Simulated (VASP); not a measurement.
# Mo (Im-3m) in VASP: notebook

Runs on Mo. Level: LDA. Tasks: single point.

All numbers are computed with VASP 6.6.1; they aren't measurements. Logs are shortened: lines on timing, memory, paths and dates and some standing lists are left out, and cuts for length are marked.

**1. The cell of the first run**

The structure is cubic, space group Im-3m (No. 229). The conventional cell has a = 3.113 Å, b = 3.113 Å, c = 3.113 Å, α = 90.00°, β = 90.00°, γ = 90.00°. Within 3.6 Å of Mo (site symmetry m-3m) lie 14 Mo at 2.70 to 3.11 Å.

**2. Single point, LDA**

INCAR

```
  ALGO = Normal
  EDIFF = 1E-6
  ENCUT = 520
  ISIF = 2
  ISMEAR = -1
  LASPH = T
  LCHARG = T
  LELF = T
  LREAL = F
  LVHAR = T
  LWAVE = F
  NBANDS = 13
  NELM = 60
  PREC = Accurate
  SIGMA = 0.01
```

KPOINTS

```
k-points
0
Gamma
  14 14 14
```

POSCAR

```
Mo
1.0
   -1.5565618036      1.5565618036      1.5565618036
    1.5565618036     -1.5565618036      1.5565618036
    1.5565618036      1.5565618036     -1.5565618036
Mo
1
Direct
    0.0000000000      0.0000000000      0.0000000000
```

Potentials or basis: VASP PAW LDA potentials, release 64 (Mo_sv).

The run is started by

```
> cat potpaw_LDA.64/Mo_sv/POTCAR > POTCAR
> mpirun -np 1 vasp_std > vasp.out
```

OUTCAR:

```text
EDIFF = 1E-6
   ENCUT = 520
   ISIF = 2
   ISMEAR = -1
   LASPH = T
   LREAL = F
   NELM = 60
   PREC = Accurate

 ion  position               nearest neighbor table
   1  0.000  0.000  0.000-

  LATTYP: Found a body centered cubic cell.
 ALAT       =     3.1131236072

  Lattice vectors:

 A1 = (  -1.5565618036,   1.5565618036,   1.5565618036)
 A2 = (   1.5565618036,  -1.5565618036,   1.5565618036)
 A3 = (   1.5565618036,   1.5565618036,  -1.5565618036)

Analysis of symmetry for initial positions (statically):
=====================================================================
 Subroutine PRICEL returns:
 Original cell was already a primitive cell.

 Routine SETGRP: Setting up the symmetry group for a
 body centered cubic supercell.

 Subroutine GETGRP returns: Found 48 space group operations
[... 9 lines left out ...]

 Routine SETGRP: Setting up the symmetry group for a
 body centered cubic supercell.

 Subroutine GETGRP returns: Found 48 space group operations
[... 11 lines left out ...]
                                     Primitive cell

  volume of cell :      15.0855

  direct lattice vectors                    reciprocal lattice vectors
    -1.556561804  1.556561804  1.556561804     0.000000000  0.321220782  0.321220782
     1.556561804 -1.556561804  1.556561804     0.321220782  0.000000000  0.321220782
     1.556561804  1.556561804 -1.556561804     0.321220782  0.321220782  0.000000000

  length of vectors
     2.696044129  2.696044129  2.696044129     0.454274787  0.454274787  0.454274787

  position of ions in fractional coordinates (direct lattice)
     0.000000000  0.000000000  0.000000000

  ion indices of the primitive-cell ions
   primitive index   ion index
                 1           1

----------------------------------------------------------------------------------------

 KPOINTS: k-points

Automatic generation of k-mesh.
 Grid dimensions read from file:
 generate k-points for:   14   14   14

 Generating k-lattice:

  Cartesian coordinates                     Fractional coordinates (reciprocal lattice)
     0.000000000  0.022944342  0.022944342     0.071428571  0.000000000  0.000000000
     0.022944342  0.000000000  0.022944342     0.000000000  0.071428571  0.000000000
     0.022944342  0.022944342  0.000000000     0.000000000  0.000000000  0.071428571

  Length of vectors
     0.032448199  0.032448199  0.032448199

  Shift w.r.t. Gamma in fractional coordinates (k-lattice)
     0.000000000  0.000000000  0.000000000

 Subroutine IBZKPT returns following result:
 ===========================================

 Found    104 irreducible k-points:

 Following reciprocal coordinates:
            Coordinates               Weight
  0.000000  0.000000  0.000000      1.000000
  0.071429  0.000000  0.000000     12.000000
  0.142857  0.000000  0.000000     12.000000
  0.214286  0.000000  0.000000     12.000000
  0.285714  0.000000  0.000000     12.000000
  0.357143  0.000000  0.000000     12.000000
[... 16 lines left out ...]
  0.285714  0.285714  0.000000     24.000000
  0.357143  0.285714  0.000000     24.000000
 [... further k-points ...]
   k-points           NKPTS =    104   k-points in BZ     NKDIM =    104   number of bands    NBANDS=     13
   number of dos      NEDOS =    301   number of ions     NIONS =      1
   total plane-waves  NPLWV =   8000
   dimension x,y,z NGX =    20 NGY =   20 NGZ =   20
   dimension x,y,z NGXF=    40 NGYF=   40 NGZF=   40
   ions per type =               1
   NGX,Y,Z   is equivalent  to a cutoff of  12.33, 12.33, 12.33 a.u.
   NGXF,Y,Z  is equivalent  to a cutoff of  24.67, 24.67, 24.67 a.u.
 SYSTEM =  unknown system
   PREC   = accura    normal or accurate (medium, high low for compatibility)
   ISTART =      0    job   : 0-new  1-cont  2-samecut
   ICHARG =      2    charge: 1-file 2-atom 10-const
   ISPIN  =      1    spin polarized calculation?
   LNONCOLLINEAR =      F non collinear calculations
   LSORBIT =      F    spin-orbit coupling
   LASPH  =      T    aspherical Exc in radial PAW
   ENCUT  =  520.0 eV  38.22 Ry    6.18 a.u.   5.01  5.01  5.01*2*pi/ulx,y,z
   NELM   =     60;   NELMIN=  2; NELMDL= -5     # of ELM steps
   EDIFF  = 0.1E-05   stopping-criterion for ELM
   LREAL  =      F    real-space projection
   EDIFFG = 0.1E-04   stopping-criterion for IOM
   NSW    =      0    number of steps for IOM
   IBRION =     -1    ionic relax: 0-MD 1-quasi-New 2-CG
   NFREE  =      0    steps in history (QN), initial steepest desc. (CG)
   ISIF   =      2    stress and relaxation
   ISYM   =      2    0-nonsym 1-usesym 2-fastsym
   POTIM  = 0.5000    time-step for ionic-motion
   TEBEG  =    0.0;   TEEND  =   0.0 temperature during run
   PSTRESS=    0.0 pullay stress
   NELECT =      14.0000    total number of electrons
   NUPDOWN=      -1.0000    fix difference up-down
   EMIN   =  10.00;   EMAX   =-10.00  energy-range for DOS
   EFERMI =   0.00;   METHOD = LEGACY
   ISMEAR =    -1;   SIGMA  =   0.01  broadening in eV -4-tet -1-fermi 0-gaus
   EFERMI_NEDOS =   21; number of points for ismear=-14 and -15
   IALGO  =     38    algorithm
   IMIX   =      4    mixing-type and parameters
     AMIX     =   0.40;   BMIX     =  1.00
     AMIX_MAG =   1.60;   BMIX_MAG =  1.00
  volume/ion in A,a.u.               =      15.09       101.80
  Fermi-wavevector in a.u.,A,eV,Ry     =   1.596851  3.017611 34.693959  2.549934
  Thomas-Fermi vector in A             =   2.694549
   LORBIT       =      0    0 simple, 1 ext, 2 COOP (PROOUT), +10 PAW based schemes
   GGA     = CA    functional components
   LHFCALC =     F    Hartree Fock is set to
   AEXX    =    0.0000 exact exchange contribution
   IVDW    =     0    specifies the selected vdW correction
   LEPSILON=     F    determine dielectric tensor
   LRPA    =     F    only Hartree local field effects (RPA)
 non-spin polarized calculation
  energy-cutoff  :      520.00
  volume of cell :       15.09
 maximum number of plane-waves:       420
   NGX =  9   NGY =  9   NGZ =  9

 number of electron      13.9999996 magnetization

 Free energy of the ion-electron system (eV)
  ---------------------------------------------------
  ext. energy  EPLUGINS =         0.00000000
  ---------------------------------------------------
  free energy    TOTEN  =       -12.11304751 eV

  energy without entropy =      -12.11257877  energy(sigma->0) =      -12.11281314

 E-fermi :  13.0976     XC(G=0): -13.8056

 val. band max:       13.0899711606   @ k =  -0.1429   0.2143   0.0714
 cond. band min:      13.1060182787   @ k =  -0.3571   0.3571   0.2857
 fundamental gap:      0.0160471182
 Fermi energy:        13.0975507442

 k-point     1 :       0.0000    0.0000    0.0000
  band No.  band energies     occupation
      1     -47.9103      2.00000
      2     -21.2619      2.00000
      3     -21.2619      2.00000
      4     -21.2619      2.00000
      5       5.7116      2.00000
      6      11.5942      2.00000
      7      11.5942      2.00000
      8      11.5942      2.00000
      9      14.7338      0.00000
     10      14.7338      0.00000
     11      27.9268      0.00000
     12      27.9268      0.00000
     13      27.9268      0.00000

 k-point     2 :       0.0714    0.0000    0.0000
  band No.  band energies     occupation
      1     -47.8952      2.00000
      2     -21.3466      2.00000
      3     -21.2878      2.00000
      4     -21.2626      2.00000
      5       5.9467      2.00000
      6      11.4601      2.00000
      7      11.5712      2.00000
      8      11.8171      2.00000
      9      14.5381      0.00000
     10      14.7370      0.00000
     11      28.1058      0.00000
     12      28.3240      0.00000
     13      28.4092      0.00000

 k-point     3 :       0.1429    0.0000    0.0000
  band No.  band energies     occupation
      1     -47.8527      2.00000
      2     -21.5800      2.00000
      3     -21.3599      2.00000
      4     -21.2646      2.00000
      5       6.5873      2.00000
      6      11.1059      2.00000
      7      11.4636      2.00000
      8      12.4712      2.00000
      9      14.1990      0.00000
     10      14.7614      0.00000
     11      28.4602      0.00000
     12      29.4616      0.00000
     13      29.4637      0.00000

 k-point     4 :       0.2143    0.0000    0.0000
  band No.  band energies     occupation
      1     -47.7907      2.00000
      2     -21.9080      2.00000
      3     -21.4624      2.00000
      4     -21.2676      2.00000
      5       7.3906      2.00000
      6      10.6401      2.00000
      7      11.3462      2.00000
      8      13.5083      0.00000
      9      14.1102      0.00000
     10      14.8378      0.00000
     11      28.3873      0.00000
     12      29.9676      0.00000
     13      31.2092      0.00000

 k-point     5 :       0.2857    0.0000    0.0000
  band No.  band energies     occupation
      1     -47.7210      2.00000
      2     -22.2604      2.00000
      3     -21.5742      2.00000
      4     -21.2710      2.00000
      5       7.8621      2.00000
      6      10.1737      2.00000
      7      11.7239      2.00000
      8      14.3254      0.00000
      9      14.8373      0.00000
     10      14.9846      0.00000
     11      27.4866      0.00000
     12      29.0306      0.00000
     13      33.4074      0.00000

 k-point     6 :       0.3571    0.0000    0.0000
  band No.  band energies     occupation
      1     -47.6576      2.00000
      2     -22.5685      2.00000
      3     -21.6732      2.00000
      4     -21.2742      2.00000
      5       7.7984      2.00000
      6       9.7896      2.00000
      7      12.8271      2.00000
      8      14.6658      0.00000
      9      15.1827      0.00000
     10      16.2897      0.00000
     11      26.3098      0.00000
     12      27.3630      0.00000
     13      33.6686      0.00000

 k-point     7 :       0.4286    0.0000    0.0000
  band No.  band energies     occupation
      1     -47.6132      2.00000
      2     -22.7769      2.00000
      3     -21.7408      2.00000
      4     -21.2764      2.00000
      5       7.5855      2.00000
      6       9.5405      2.00000
      7      14.0778      0.00000
      8      14.9235      0.00000
      9      15.3656      0.00000
     10      17.5424      0.00000
     11      25.4165      0.00000
     12      25.8618      0.00000
     13      31.5687      0.00000
[... 193 lines left out ...]
 k-point    20 :       0.2143    0.2143    0.0000
  band No.  band energies     occupation
      1     -47.6411      2.00000
      2     -22.4785      2.00000
      3     -21.7628      2.00000
      4     -21.4030      2.00000
      5       8.8066      2.00000
      6      10.0286      2.00000
      7      11.0239      2.00000
      8      14.0739      0.00000
      9      15.5413      0.00000
     10      17.7273      0.00000
     11      26.8207      0.00000
     12      28.4569      0.00000
     13      31.2078      0.00000

 k-point    21 :       0.2857    0.2143    0.0000
  band No.  band energies     occupation
      1     -47.5977      2.00000
      2     -22.5836      2.00000
      3     -21.9208      2.00000
      4     -21.4249      2.00000
      5       8.7782      2.00000
      6       9.9095      2.00000
      7      11.4995      2.00000
      8      14.4078      0.00000
      9      15.6515      0.00000
     10      19.5486      0.00000
     11      25.4563      0.00000
     12      27.2775      0.00000
     13      30.1372      0.00000

 k-point    22 :       0.3571    0.2143   -0.0000
  band No.  band energies     occupation
      1     -47.5735      2.00000
      2     -22.6293      2.00000
      3     -22.0233      2.00000
      4     -21.4341      2.00000
      5       8.6590      2.00000
      6       9.8790      2.00000
      7      11.8606      2.00000
      8      14.6548      0.00000
      9      15.8133      0.00000
     10      20.9797      0.00000
     11      24.2436      0.00000
     12      26.2925      0.00000
     13      29.8253      0.00000

 k-point    23 :       0.2857    0.2857    0.0000
  band No.  band energies     occupation
      1     -47.5700      2.00000
      2     -22.5423      2.00000
      3     -22.1215      2.00000
      4     -21.4526      2.00000
      5       8.9643      2.00000
      6      10.0928      2.00000
      7      11.2624      2.00000
      8      14.7493      0.00000
      9      15.6112      0.00000
     10      21.5251      0.00000
     11      24.2396      0.00000
     12      26.0332      0.00000
     13      30.3146      0.00000

 k-point    24 :       0.3571    0.2857    0.0000
  band No.  band energies     occupation
      1     -47.5601      2.00000
      2     -22.4830      2.00000
      3     -22.2397      2.00000
      4     -21.4609      2.00000
      5       8.9920      2.00000
      6      10.2785      2.00000
      7      11.0870      2.00000
      8      15.0025      0.00000
      9      15.5290      0.00000
     10      22.8684      0.00000
     11      23.5594      0.00000
     12      25.0172      0.00000
     13      30.6851      0.00000

 [... further k-points ...]
[... 5 lines left out ...]
  --------------------------------------------------------------------------------------
  -------------------------------------------------------------------------------------
  Total        0.1292095      0.1292095      0.1292095      0.0000000      0.0000000      0.0000000
  in kB       13.7229052     13.7229052     13.7229052      0.0000000      0.0000000      0.0000000
  external PRESSURE =      13.7229052 kB  Pullay stress =       0.0000000 kB

 VOLUME and BASIS-vectors are now :
 -----------------------------------------------------------------------------
  energy-cutoff  :      520.00
  volume of cell :       15.09
      direct lattice vectors                 reciprocal lattice vectors
    -1.556561804  1.556561804  1.556561804     0.000000000  0.321220782  0.321220782
     1.556561804 -1.556561804  1.556561804     0.321220782  0.000000000  0.321220782
     1.556561804  1.556561804 -1.556561804     0.321220782  0.321220782  0.000000000

 POSITION                                       TOTAL-FORCE (eV/Angst)
 -----------------------------------------------------------------------------------
      0.00000      0.00000      0.00000        -0.000000     -0.000000      0.000000
 -----------------------------------------------------------------------------------
    total drift:                                0.000000     -0.000000      0.000000

  FREE ENERGIE OF THE ION-ELECTRON SYSTEM (eV)
  ---------------------------------------------------
  free  energy   TOTEN  =       -12.1130475135 eV

  energy  without entropy=      -12.1125787698  energy(sigma->0) =      -12.11281314
```

Wall time 23 s (1 thread of Intel Xeon 8259CL, shared host); peak memory 0.13 GiB.

Results:

```yaml
Free_energy: -12.1130 eV
Pressure: 1.4 GPa
Band_gap_on_the_k_mesh: zero (band 7 reaches 17.25 eV, above the bottom of band 8 at 11.59 eV)
```

**3. Single point, LDA**

INCAR

```
PREC = Accurate
ENCUT = 520
EDIFF = 1E-6
ISMEAR = -1
SIGMA = 0.03
LREAL = F
LASPH = T
NELM = 80
ALGO = Normal
ISIF = 2
LWAVE = F
LCHARG = F
GGA = CA
NBANDS = 13
```

KPOINTS

```
Automatic mesh
0
Gamma
  14 14 14
```

POSCAR is that of step 2.

Potentials or basis: VASP PAW LDA potentials, release 64 (Mo_sv).

The run is started by

```
> cat potpaw_LDA.64/Mo_sv/POTCAR > POTCAR
> mpirun -np 1 vasp_std > vasp.out
```

Run time: 21 s. Hardware: 1 thread of Intel Xeon 8259CL, shared host; peak memory 0.13 GiB.

Results (log left out):

| Item | Value |
| --- | --- |
| Free energy | -12.1149 eV |
| Pressure | 1.4 GPa |
| Band gap on the k mesh | zero (band 7 reaches 17.25 eV, above the bottom of band 8 at 11.59 eV) |

Levels at points of the mesh, in eV from the Fermi level:
```csv
k point,band 3,band 4,band 5,band 6,band 7,band 8,band 9,band 10,band 11,band 12
"(0.00, 0.00, 0.00)",-34.36,-34.36,-7.38,-1.50,-1.50,-1.50,1.64,1.64,14.83,14.83
"(0.50, 0.00, 0.00)",-34.86,-34.37,-5.60,-3.64,1.70,1.78,2.35,4.98,11.99,12.14
"(0.50, 0.50, 0.50)",-35.45,-35.45,-5.79,-5.79,4.16,4.16,4.16,9.29,9.29,9.29
```
